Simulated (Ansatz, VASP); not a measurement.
# InB2As3 in VASP and in Ansatz

```
In B As
1.0
     5.37492    0.00000    0.00000
    -2.68746    4.65481    0.00000
     0.00000    0.00000    5.80818
In B As
1 2 3
Direct
  0.00000 0.00000 0.00000
  0.00000 0.00000 0.63534
  0.00000 0.00000 0.36466
  0.50000 0.00000 0.50000
  0.00000 0.50000 0.50000
  0.50000 0.50000 0.50000
```

Alike in both runs: functional PBE; k mesh 6 × 6 × 4; occupations gaussian, width 0.1 eV; no spin polarisation.

Ansatz relaxed the structure, and its values are those at the end. VASP's run is a single point on that final structure, the one shown.

|  | VASP | Ansatz |
| --- | --- | --- |
| version | VASP 6.6.1 | Ansatz 0.2.0 |
| potentials or method | VASP PAW PBE potentials, release 64 (In_d, B, As), cutoff 520 eV | scalar-relativistic, plane waves, PAW |
| valence electrons in the cell | 34 | 64 |

VASP gave:

* gap on the k mesh at the Fermi level (eV): none
* pressure (GPa): 0.2
* rms of the force components (eV/Å): 0.016

Q: Which values does Ansatz return?

A: gap on the k mesh at the Fermi level (eV): none; pressure (GPa): 0.2; rms of the force components (eV/Å): 0.004.

A gap of «none» marks a metal or a gap that the smearing closes. VASP's potentials hold 34 valence electrons a cell and Ansatz's 64, so a difference there can come from the potentials and not from the codes.
